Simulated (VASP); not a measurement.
# Ge (Fd-3m) in VASP: notebook, part 2 of 2

VASP 6.6.1. Earlier steps stand in the parts before.

## Step 3: Single point, LDA (volume scaled by 0.72)

INCAR

```
PREC     = Accurate       # precision mode
ENCUT    = 520            # plane-wave cutoff, eV
EDIFF    = 1E-7           # SCF threshold, eV
ISMEAR   = -1             # smearing method
SIGMA    = 0.1            # smearing width, eV
LREAL    = F              # projectors in reciprocal space
LASPH    = T              # aspherical terms in the spheres
NELM     = 80             # most SCF steps
ALGO     = Normal         # electronic algorithm
ISIF     = 2              # what is computed and relaxed
LWAVE    = F              # write WAVECAR
LCHARG   = F              # write CHGCAR
GGA      = CA             # functional
NBANDS   = 21             # bands
```

KPOINTS

```
Automatic mesh
0
Gamma
  12 12 12
```

POSCAR

```
Ge
1.0
    0.0000000000      2.5197915138      2.5197915138
    2.5197915138      0.0000000000      2.5197915138
    2.5197915138      2.5197915138      0.0000000000
Ge
2
Direct
   -0.1250000000     -0.1250000000     -0.1250000000
    0.1250000000      0.1250000000      0.1250000000
```

Potentials or basis: VASP PAW LDA potentials, release 64 (Ge_d).

The run is started by

```bash
$ cat potpaw_LDA.64/Ge_d/POTCAR > POTCAR
$ mpirun -np 1 vasp_std > vasp.out
```

OUTCAR:

```text
PREC = Accurate
   ENCUT = 520
   EDIFF = 1E-7
   ISMEAR = -1
   LREAL = F
   LASPH = T
   NELM = 80
   ISIF = 2
   GGA = CA

 ion  position               nearest neighbor table
   1  0.875  0.875  0.875-   2 2.18   2 2.18   2 2.18   2 2.18
   2  0.125  0.125  0.125-   1 2.18   1 2.18   1 2.18   1 2.18

  LATTYP: Found a face centered cubic cell.
 ALAT       =     5.0395830276

  Lattice vectors:

[... 187 lines left out ...]
  band No.  band energies     occupation
      1     -17.0364      2.00000
      2     -17.0364      2.00000
      3     -17.0364      2.00000
      4     -16.9652      2.00000
      5     -16.9652      2.00000
      6     -16.4733      2.00000
[... 565 lines left out ...]
     20      19.7720      0.00000
     21      20.7741      0.00000

 [... further k-points ...]
[... 5 lines left out ...]
  --------------------------------------------------------------------------------------
  -------------------------------------------------------------------------------------
  Total       10.2217929     10.2217929     10.2217929     -0.0000000     -0.0000000      0.0000000
  in kB      511.8159730    511.8159730    511.8159730     -0.0000000     -0.0000000      0.0000000
  external PRESSURE =     511.8159730 kB  Pullay stress =       0.0000000 kB

 VOLUME and BASIS-vectors are now :
 -----------------------------------------------------------------------------
  energy-cutoff  :      520.00
  volume of cell :       32.00
      direct lattice vectors                 reciprocal lattice vectors
     0.000000000  2.519791514  2.519791514    -0.198429115  0.198429115  0.198429115
     2.519791514  0.000000000  2.519791514     0.198429115 -0.198429115  0.198429115
     2.519791514  2.519791514  0.000000000     0.198429115  0.198429115 -0.198429115

 POSITION                                       TOTAL-FORCE (eV/Angst)
 -----------------------------------------------------------------------------------
      4.40964      4.40964      4.40964         0.000000      0.000000      0.000000
      0.62995      0.62995      0.62995        -0.000000     -0.000000     -0.000000
 -----------------------------------------------------------------------------------
    total drift:                                0.000000      0.000000     -0.000000

  FREE ENERGIE OF THE ION-ELECTRON SYSTEM (eV)
  ---------------------------------------------------
  free  energy   TOTEN  =        -8.9150163282 eV

  energy  without entropy=       -8.9104114238  energy(sigma->0) =       -8.91271388
```

It took 23 s on 1 thread of Intel Xeon 6975P-C (Granite Rapids), shared host; peak memory 0.16 GiB.

What came out:

| Quantity | Value |
| --- | --- |
| Free energy | -8.9150 eV |
| Pressure | 51.2 GPa |
| Band gap on the k mesh | zero (band 14 reaches 8.84 eV, above the bottom of band 15 at 8.67 eV) |

## Step 4: Single point, LDA (volume scaled by 0.8)

INCAR

```
SYSTEM = Ge
  PREC = Accurate
  ENCUT = 520
  EDIFF = 1E-6
  ISMEAR = -1
  SIGMA = 0.1
  LREAL = .FALSE.
  LASPH = .TRUE.
  NELM = 100
  ALGO = Normal
  ISIF = 2
  LWAVE = .FALSE.
  LCHARG = .TRUE.
  GGA = CA
  LELF = .TRUE.
  LVHAR = .TRUE.
  NBANDS = 21
```

KPOINTS

```
Automatic mesh
0
G
  12 12 12
  0 0 0
```

POSCAR

```
Ge
1.0
    0.0000000000      2.6098593666      2.6098593666
    2.6098593666      0.0000000000      2.6098593666
    2.6098593666      2.6098593666      0.0000000000
Ge
2
Direct
   -0.1250000000     -0.1250000000     -0.1250000000
    0.1250000000      0.1250000000      0.1250000000
```

Potentials or basis: VASP PAW LDA potentials, release 64 (Ge_d).

The run is started by

```bash
$ cat potpaw_LDA.64/Ge_d/POTCAR > POTCAR
$ mpirun -np 1 vasp_std > vasp.out
```

OUTCAR:

```text
SYSTEM = Ge
   PREC = Accurate
   ENCUT = 520
   EDIFF = 1E-6
   ISMEAR = -1
   LREAL = .FALSE.
   LASPH = .TRUE.
   NELM = 100
   ISIF = 2
   GGA = CA

 ion  position               nearest neighbor table
   1  0.875  0.875  0.875-   2 2.26   2 2.26   2 2.26   2 2.26
   2  0.125  0.125  0.125-   1 2.26   1 2.26   1 2.26   1 2.26

  LATTYP: Found a face centered cubic cell.
 ALAT       =     5.2197187332

  Lattice vectors:

 A1 = (   0.0000000000,   2.6098593666,   2.6098593666)
[... 189 lines left out ...]
      3     -18.0585      2.00000
      4     -17.9992      2.00000
      5     -17.9992      2.00000
      6     -17.6152      2.00000
[... 565 lines left out ...]
     20      17.9642      0.00000
     21      18.8058      0.00000

 [... further k-points ...]
[... 5 lines left out ...]
  --------------------------------------------------------------------------------------
  -------------------------------------------------------------------------------------
  Total        6.0572056      6.0572056      6.0572056     -0.0000000      0.0000000      0.0000000
  in kB      272.9616198    272.9616198    272.9616198     -0.0000000      0.0000000      0.0000000
  external PRESSURE =     272.9616198 kB  Pullay stress =       0.0000000 kB

 VOLUME and BASIS-vectors are now :
 -----------------------------------------------------------------------------
  energy-cutoff  :      520.00
  volume of cell :       35.55
      direct lattice vectors                 reciprocal lattice vectors
     0.000000000  2.609859367  2.609859367    -0.191581204  0.191581204  0.191581204
     2.609859367  0.000000000  2.609859367     0.191581204 -0.191581204  0.191581204
     2.609859367  2.609859367  0.000000000     0.191581204  0.191581204 -0.191581204

 POSITION                                       TOTAL-FORCE (eV/Angst)
 -----------------------------------------------------------------------------------
      4.56725      4.56725      4.56725        -0.000000     -0.000000     -0.000000
      0.65246      0.65246      0.65246         0.000000      0.000000      0.000000
 -----------------------------------------------------------------------------------
    total drift:                                0.000000      0.000000     -0.000000

  FREE ENERGIE OF THE ION-ELECTRON SYSTEM (eV)
  ---------------------------------------------------
  free  energy   TOTEN  =        -9.7681614969 eV

  energy  without entropy=       -9.7652521873  energy(sigma->0) =       -9.76670684
```

OSZICAR:

```text
N       E                     dE             d eps       ncg     rms          rms(c)
DAV:   1     0.179883995286E+03    0.17988E+03   -0.14228E+04  3459   0.381E+03
DAV:   2     0.139318941094E+02   -0.16595E+03   -0.16007E+03  3029   0.606E+02
DAV:   3    -0.941117549449E+01   -0.23343E+02   -0.23218E+02  3429   0.136E+02
DAV:   4    -0.100675335247E+02   -0.65636E+00   -0.65603E+00  3399   0.266E+01
DAV:   5    -0.100768906589E+02   -0.93571E-02   -0.93569E-02  3429   0.337E+00    0.455E+00
DAV:   6    -0.986566531679E+01    0.21123E+00   -0.69112E-02  3558   0.140E+00    0.260E+00
DAV:   7    -0.976733678839E+01    0.98329E-01   -0.11898E-01  3856   0.221E+00    0.172E-01
DAV:   8    -0.976814276950E+01   -0.80598E-03   -0.84137E-03  3364   0.671E-01    0.448E-02
DAV:   9    -0.976816383023E+01   -0.21061E-04   -0.16447E-04  3524   0.874E-02    0.234E-02
DAV:  10    -0.976816187543E+01    0.19548E-05   -0.79413E-06  4070   0.529E-02    0.415E-03
DAV:  11    -0.976816149686E+01    0.37857E-06   -0.69383E-07  2155   0.114E-02
   1 F= -.97681615E+01 E0= -.97667068E+01  d E =-.290931E-02
```

It took 25 s on 1 thread of Intel Xeon 6975P-C (Granite Rapids), shared host; peak memory 0.16 GiB.

What came out:

```
Free energy            : -9.7682 eV
Pressure               : 27.3 GPa
Band gap on the k mesh : 0.07 eV, indirect (least direct gap 2.24 eV)
```

Levels at points of the mesh, in eV from the valence-band top:
| k point | band 10 | band 11 | band 12 | band 13 | band 14 | band 15 | band 16 | band 17 | band 18 | band 19 |
| --- | --- | --- | --- | --- | --- | --- | --- | --- | --- | --- |
| (0.00, 0.00, 0.00) | -24.99 | -14.91 | 0.00 | 0.00 | 0.00 | 2.24 | 2.58 | 2.58 | 2.58 | 6.81 |
| (0.50, 0.00, 0.00) | -24.95 | -12.14 | -9.04 | -1.83 | -1.83 | 0.91 | 3.77 | 3.77 | 6.97 | 12.13 |
| (0.50, 0.50, 0.00) | -24.93 | -10.02 | -10.02 | -4.05 | -4.05 | 0.26 | 0.26 | 11.54 | 11.54 | 14.13 |

 A k mesh can miss the band edges.

## Step 5: Single point, LDA (volume scaled by 0.88)

INCAR

```
SYSTEM = Ge
  PREC = Accurate
  ENCUT = 520
  EDIFF = 1E-7
  ISMEAR = -1
  SIGMA = 0.1
  LREAL = .FALSE.
  LASPH = .TRUE.
  NELM = 60
  ALGO = Normal
  ISIF = 2
  LWAVE = .FALSE.
  LCHARG = .FALSE.
  GGA = CA
  NBANDS = 21
```

KPOINTS is that of step 4.

POSCAR

```
Ge
1.0
    0.0000000000      2.6941059283      2.6941059283
    2.6941059283      0.0000000000      2.6941059283
    2.6941059283      2.6941059283      0.0000000000
Ge
2
Direct
   -0.1250000000     -0.1250000000     -0.1250000000
    0.1250000000      0.1250000000      0.1250000000
```

The run is started by

```bash
$ cat potpaw_LDA.64/Ge_d/POTCAR > POTCAR
$ mpirun -np 1 vasp_std > vasp.out
```

Wall time 21 s (1 thread of Intel Xeon 6975P-C (Granite Rapids), shared host); peak memory 0.16 GiB.

The run converged. Its results:

- Free energy: -10.2017 eV
- Pressure: 12.6 GPa
- Band gap on the k mesh: 0.26 eV, indirect (least direct gap 1.26 eV)

Levels at points of the mesh, in eV from the valence-band top:
```csv
k point,band 11,band 12,band 13,band 14,band 15,band 16,band 17,band 18
"(0.00, 0.00, 0.00)",-14.01,0.00,0.00,0.00,1.26,2.57,2.57,2.57
"(0.50, 0.00, 0.00)",-11.53,-8.41,-1.65,-1.65,0.56,3.77,3.77,7.01
"(0.50, 0.50, 0.00)",-9.54,-9.54,-3.63,-3.63,0.45,0.45,10.67,10.67
```

## Step 6: Overview

```tsv
cell	gap on the mesh (eV)	pressure (GPa)
a = 3.426 Å, angles 60.0°, 2 atoms	none	90.2
a = 3.564 Å, angles 60.0°, 2 atoms	none	51.2
a = 3.691 Å, angles 60.0°, 2 atoms	0.07	27.3
a = 3.810 Å, angles 60.0°, 2 atoms	0.26	12.6
```

Alike in all rows: task single point; level LDA; potentials or basis VASP PAW LDA potentials, release 64 (Ge_d); no spin polarisation; k mesh 12 × 12 × 12; cutoff (eV) 520; smearing fermi-dirac 0.1 eV.

Total energies depend on the potentials used, so only differences within one code and one set of settings carry meaning.
